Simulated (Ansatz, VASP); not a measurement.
# Two plane-wave programs on ZnSe

Contents of INCAR:

```
SYSTEM = ZnSe
  ALGO = Normal
  EDIFF = 1E-6
  ENCUT = 520
  ISIF = 2
  ISMEAR = 0
  LASPH = .TRUE.
  LCHARG = .FALSE.
  LREAL = .FALSE.
  LWAVE = .FALSE.
  NBANDS = 26
  NELM = 100
  PREC = Accurate
  SIGMA = 0.05
```

The input KPOINTS:

```
k-points
0
G
  8 8 6
  0 0 0
```

Contents of POSCAR:

```
ZnSe
1.0
    3.8547617266      0.0000000000      0.0000000000
    0.0000000000      3.8547617266      0.0000000000
    0.0000000000      0.0000000000      5.0874920055
Zn Se
2 2
Direct
    0.0000000000      0.0000000000      0.0000000000
    0.5000000000      0.5000000000      0.0000000000
    0.0000000000      0.5000000000      0.2231634165
    0.5000000000      0.0000000000      0.7768365835
```

Input for Ansatz:

```yaml
crystal:
  lattice:
    - [3.8547617266, 0.0, 0.0]
    - [0.0, 3.8547617266, 0.0]
    - [0.0, 0.0, 5.0874920055]
  atoms:
    - { symbol: Zn, position: [0.0, 0.0, 0.0] }
    - { symbol: Zn, position: [0.5, 0.5, 0.0] }
    - { symbol: Se, position: [0.0, 0.5, 0.2231634165] }
    - { symbol: Se, position: [0.5, 0.0, 0.7768365835] }
basis:
  ecutwfc: 520.0
kpoints:
  mp_grid: { grid: [8, 8, 6] }
hamiltonian:
  xc: lda
scf:
  occupations: { method: gaussian, width: 0.05 }
output:
  forces: true
  stress: true
  eigenvalues: true
```

Alike in both runs: task single point; functional LDA; k mesh 8 × 8 × 6; occupations gaussian, width 0.05 eV; no spin polarisation.

|  | VASP | Ansatz |
| --- | --- | --- |
| version | VASP 6.6.1 | Ansatz 0.2.0 |
| potentials or method | VASP PAW LDA potentials, release 64 (Zn, Se), cutoff 520 eV | scalar-relativistic, plane waves, PAW |
| valence electrons in the cell | 36 | 56 |

VASP gave:

| Quantity | Value |
| --- | --- |
| gap on the k mesh at the Fermi level (eV) | 0.84 |
| least direct gap on the mesh (eV) | 0.84 |
| rms of the force components (eV/Å) | 2.274 |

Q: Estimate Ansatz's values.

A: gap on the k mesh at the Fermi level (eV): 0.84; least direct gap on the mesh (eV): 0.84; rms of the force components (eV/Å): 2.212.

LDA's correlation is that of Perdew and Zunger in VASP and of Perdew and Wang (1992) in Ansatz. Atom by atom the forces differ by 0.062 eV/Å (rms over components). VASP's potentials hold 36 valence electrons a cell and Ansatz's 56, so a difference there can come from the potentials and not from the codes.
